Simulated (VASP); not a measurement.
# BN (R3m) in VASP: vibrations by perturbation theory with LDA

Aim: the vibrations by perturbation theory of BN with LDA.

All numbers are computed with VASP 6.6.1; they aren't measurements. Logs are shortened: lines on timing, memory, paths and dates and some standing lists are left out, and cuts for length are marked.

## 1. The cell of the first run

It takes space group R3m (No. 160, trigonal). Conventional cell: a = 2.478 Å, b = 2.478 Å, c = 8.704 Å, α = 90.00°, β = 90.00°, γ = 120.00°. B (site symmetry 3m) has 3 N at 1.43 Å within 1.9 Å. N (site symmetry 3m) has 3 B at 1.43 Å within 1.9 Å.

## 2. Vibrations by perturbation theory, LDA

INCAR

```
PREC     = Accurate       # precision mode
ENCUT    = 520            # plane-wave cutoff, eV
EDIFF    = 1E-8           # SCF threshold, eV
ISMEAR   = 0              # smearing method
SIGMA    = 0.01           # smearing width, eV
LREAL    = F              # projectors in reciprocal space
LASPH    = T              # aspherical terms in the spheres
NELM     = 100            # most SCF steps
ALGO     = Normal         # electronic algorithm
ISIF     = 2              # what is computed and relaxed
LWAVE    = F              # write WAVECAR
LCHARG   = F              # write CHGCAR
IBRION   = 8              # ionic algorithm
NSW      = 1              # ionic steps
LEPSILON = T              # dielectric tensor by DFPT
```

KPOINTS

```
regular mesh
0
Gamma
  12 12 12
```

POSCAR

```
BN
1.0
    1.2387591260      0.7151979148      2.9013255860
   -1.2387591260      0.7151979148      2.9013255860
    0.0000000000     -1.4303958298      2.9013255859
B N
1 1
Direct
    1.0002195598      1.0002195598      1.0002195598
    0.3322134402      0.3322134402      0.3322134402
```

Potentials or basis: VASP PAW LDA potentials, release 64 (B, N).

On the command line:

```sh
> cat potpaw_LDA.64/B/POTCAR potpaw_LDA.64/N/POTCAR > POTCAR
> mpirun -np 1 vasp_std > vasp.out
```

OUTCAR:

```text
PREC = Accurate
   ENCUT = 520
   EDIFF = 1E-8
   ISMEAR = 0
   LREAL = F
   LASPH = T
   NELM = 100
   ISIF = 2
   IBRION = 8
   NSW = 1
   LEPSILON = T

 ion  position               nearest neighbor table
   1  0.000  0.000  0.000-   2 1.43   2 1.43   2 1.43
   2  0.332  0.332  0.332-   1 1.43   1 1.43   1 1.43

  LATTYP: Found a trigonal (rhomboedric) cell.
 ALAT       =     3.2347677483
 COS(alpha) =     0.7066963140

  Lattice vectors:

 A1 = (   1.2387591260,   0.7151979148,   2.9013255860)
 A2 = (  -1.2387591260,   0.7151979148,   2.9013255860)
 A3 = (   0.0000000000,  -1.4303958298,   2.9013255859)

Analysis of symmetry for initial positions (statically):
=====================================================================
 Subroutine PRICEL returns:
 Original cell was already a primitive cell.

 Routine SETGRP: Setting up the symmetry group for a
 trigonal (rhombohedral) supercell.

 Subroutine GETGRP returns: Found  6 space group operations
 (whereof  6 operations were pure point group operations)
 out of a pool of 12 trial point group operations.

The static configuration has the point symmetry C_3v.

Analysis of symmetry for dynamics (positions and initial velocities):
=====================================================================
 Subroutine PRICEL returns:
 Original cell was already a primitive cell.

 Routine SETGRP: Setting up the symmetry group for a
 trigonal (rhombohedral) supercell.

 Subroutine GETGRP returns: Found  6 space group operations
 (whereof  6 operations were pure point group operations)
 out of a pool of 12 trial point group operations.

The dynamic configuration has the point symmetry C_3v.

 Subroutine INISYM returns: Found  6 space group operations
 (whereof  6 operations are pure point group operations),
 and found     1 'primitive' translations

[... 504 lines left out ...]
    -0.27935  0.00000  0.00000
     0.00000 -0.27935 -0.00000
    -0.00000 -0.00000  1.64963

 MACROSCOPIC STATIC DIELECTRIC TENSOR (including local field effects in DFT)
 ------------------------------------------------------
           5.323800     0.000000     0.000000
           0.000000     5.323800     0.000000
           0.000000     0.000000     3.402039
 ------------------------------------------------------

 PIEZOELECTRIC TENSOR (including local field effects)  for field in x, y, z        (e  Angst)
          XX          YY          ZZ          XY          YZ          ZX
  --------------------------------------------------------------------------------
  x     0.00000     0.00000     0.00000     1.23701     0.00000     0.04793
  y     1.23701    -1.23701     0.00000     0.00000     0.04793     0.00000
  z     0.11443     0.11443    -0.31466     0.00000     0.00000     0.00000

 PIEZOELECTRIC TENSOR (including local field effects)  for field in x, y, z        (C/m^2)
          XX          YY          ZZ          XY          YZ          ZX
  --------------------------------------------------------------------------------
  x     0.00000     0.00000     0.00000     1.28506     0.00000     0.04980
  y     1.28506    -1.28506     0.00000     0.00000     0.04980     0.00000
  z     0.11888     0.11888    -0.32688     0.00000     0.00000     0.00000

 BORN EFFECTIVE CHARGES (including local field effects) (in |e|, cummulative output)
 ---------------------------------------------------------------------------------
 ion    1
    1     2.67012     0.00000     0.00000
    2     0.00000     2.67012     0.00000
    3     0.00000     0.00000     1.00265
 ion    2
    1    -2.67012     0.00000     0.00000
    2     0.00000    -2.67012    -0.00000
    3     0.00000    -0.00000    -1.00265

 INTERNAL STRAIN TENSOR FOR ION    2 for displacements in x,y,z  (eV/Angst):
          X           Y           Z          XY          YZ          ZX
  --------------------------------------------------------------------------------
  x     0.00000     0.00000     0.00000    14.60568     0.00000     0.34358
  y    14.60568   -14.60568    -0.00000     0.00000     0.16038     0.00000
  z    -0.27935    -0.27935     1.64963     0.00000    -0.00000     0.00000

 SECOND DERIVATIVES (NOT SYMMETRIZED)
 ------------------------------------
               1X          1Y          1Z          2X          2Y          2Z
  1X   -44.528612    0.000000    0.000000   44.528612    0.000000    0.000000
  1Y     0.000000  -44.528612   -0.000000    0.000000   44.528612    0.000000
  1Z     0.000000   -0.000000  -11.632941    0.000000    0.000000   11.632941
  2X    44.537902    0.000000    0.000000  -44.537902    0.000000   -0.000000
  2Y    -0.000000   44.537902    0.000000    0.000000  -44.537902   -0.000000
  2Z     0.000000    0.000000   11.629223    0.000000   -0.000000  -11.629223

 Eigenvectors and eigenvalues of the dynamical matrix
 ----------------------------------------------------

   1 f  =   42.238498 THz   265.392312 2PiTHz 1408.924645 cm-1   174.684314 meV
             X         Y         Z           dx          dy          dz
      0.000000 -0.000000  0.001911    -0.000004    0.751154    0.000000
      0.000000 -0.000000  2.891578     0.000003   -0.660127   -0.000000
[... 21 lines left out ...]
   6 f/i=    0.002185 THz     0.013726 2PiTHz    0.072872 cm-1     0.009035 meV
             X         Y         Z           dx          dy          dz
      0.000000 -0.000000  0.001911     0.535674   -0.385773   -0.000000
      0.000000 -0.000000  2.891578     0.609540   -0.438969   -0.000000

--------------------------------------------------------------------------------------------------------

 MACROSCOPIC STATIC DIELECTRIC TENSOR IONIC CONTRIBUTION
 ------------------------------------------------------
           1.878373    -0.000000    -0.000000
          -0.000000     1.878373     0.000000
          -0.000000     0.000000     1.014099
 ------------------------------------------------------

 ELASTIC MODULI CONTR FROM IONIC RELAXATION (kBar)
 Direction    XX          YY          ZZ          XY          YZ          ZX
 --------------------------------------------------------------------------------
 XX        -495.9454    494.5369      4.1094      0.0000     -6.5002      0.0000
 YY         494.5369   -495.9454      4.1094     -0.0000      6.5002     -0.0000
 ZZ           4.1094      4.1094    -23.9797      0.0000      0.0000      0.0000
 XY           0.0000     -0.0000      0.0000   -495.2411      0.0000    -10.0123
 YZ          -6.5002      6.5002      0.0000      0.0000     -0.0853      0.0000
 ZX           0.0000     -0.0000      0.0000    -10.0123      0.0000     -0.2024
 --------------------------------------------------------------------------------

 PIEZOELECTRIC TENSOR IONIC CONTR  for field in x, y, z        (C/m^2)
          XX          YY          ZZ          XY          YZ          ZX
  --------------------------------------------------------------------------------
  x     0.00000    -0.00000     0.00000    -0.90755     0.00000    -0.01835
  y    -0.90755     0.90755     0.00000     0.00000    -0.01191     0.00000
  z     0.02515     0.02515    -0.14674     0.00000     0.00000     0.00000
```

OSZICAR:

```text
N       E                     dE             d eps       ncg     rms          rms(c)
DAV:   1     0.885651666846E+01    0.88565E+01   -0.50426E+03  3088   0.956E+02
DAV:   2    -0.209887485426E+02   -0.29845E+02   -0.28356E+02  4088   0.156E+02
DAV:   3    -0.212467494157E+02   -0.25800E+00   -0.25800E+00  3672   0.179E+01
[... 158 lines left out ...]
RMM:   6    -0.238297980398E+00   -0.21191E-04   -0.13000E-07  4885   0.295E-03    0.466E-04
RMM:   7    -0.238297126328E+00    0.85407E-06   -0.47044E-09  5160   0.623E-04    0.531E-05
RMM:   8    -0.238297793443E+00   -0.66711E-06   -0.30896E-10  4745   0.987E-05    0.250E-05
RMM:   9    -0.238297666832E+00    0.12661E-06    0.23190E-11  5009   0.235E-05    0.839E-06
RMM:  10    -0.238297634860E+00    0.31972E-07    0.34440E-11  5180   0.920E-06    0.698E-07
RMM:  11    -0.238297636060E+00   -0.12003E-08   -0.10604E-10  3693   0.155E-06    0.273E-07
 Linear response finished
```

Run time: 4.3 min. Hardware: 1 thread of Intel Xeon Platinum 8488C (Sapphire Rapids), shared host; peak memory 0.38 GiB.

What came out:

```
Electronic dielectric tensor (diagonal)                 : 5.32, 5.32, 3.40
Born charges (mean of the diagonal)                     : B +2.11; N -2.11 e
Highest phonon frequency at Γ, LO-TO splitting left out : 1409 cm⁻¹
```

Phonon frequencies in cm⁻¹ (negative: imaginary):
```csv
q point,frequencies
"(0.000, 0.000, 0.000)",0 0 0 720 1409 1409
```

Electronic dielectric tensor:
```
5.32 0.00 0.00
0.00 5.32 0.00
0.00 0.00 3.40
```

Born effective charge tensors (e):
atom 1, B
```
2.67 0.00 0.00
0.00 2.67 0.00
0.00 0.00 1.00
```
atom 2, N
```
-2.67  0.00  0.00
 0.00 -2.67  0.00
 0.00  0.00 -1.00
```

Caveat: the cell stands under pressure or tension, which shifts response properties.
